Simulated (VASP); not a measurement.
Runs of VASP 6.6.1 on CsI. The structure is cubic, space group Pm-3m (No. 221). The conventional cell has a = 4.608 Å, b = 4.608 Å, c = 4.608 Å, α = 90.00°, β = 90.00°, γ = 90.00°. Cs (site symmetry m-3m) has 8 I at 3.99 Å and 6 Cs at 4.61 Å within 5.2 Å. Within 5.2 Å of I (site symmetry m-3m) lie 8 Cs at 3.99 Å and 6 I at 4.61 Å. 

| level | k mesh | cutoff (eV) | grid for exact exchange (PRECFOCK) | share of exact exchange | screening parameter | gap on the mesh (eV) | pressure (GPa) |
| --- | --- | --- | --- | --- | --- | --- | --- |
| PBE | 4 × 4 × 4 | 500 | - | - | - | 3.79 | (a) |
| PBE0 | 4 × 4 × 4 | 400 | Normal | 0.25 | - | 5.47 | 0.1 |
| r2SCAN | 4 × 4 × 4 | 550 | - | - | - | 4.50 | 0.1 |
| HSE06 | 4 × 4 × 4 | 400 | Normal | 0.25 | 0.2079 1/Å | 4.78 | 0.2 |
| PBE | 6 × 6 × 6 | 500 | - | - | - | 3.79 | (b) |

Alike in all rows: task single point; potentials or basis VASP PAW PBE potentials, release 64 (Cs_sv, I); no spin polarisation; cell as given; smearing gaussian 0.01 eV.

Question: Fill in the values left out.

Answer: (a) 0.5; (b) 0.4.

Caveats: spin-orbit coupling is left out, which moves the levels of the heavy elements; the PAW data sets were made with another functional, which shifts forces and pressure a little (at least some runs).

A k mesh can miss the band edges, and the runs leave out spin-orbit coupling on Cs, I.
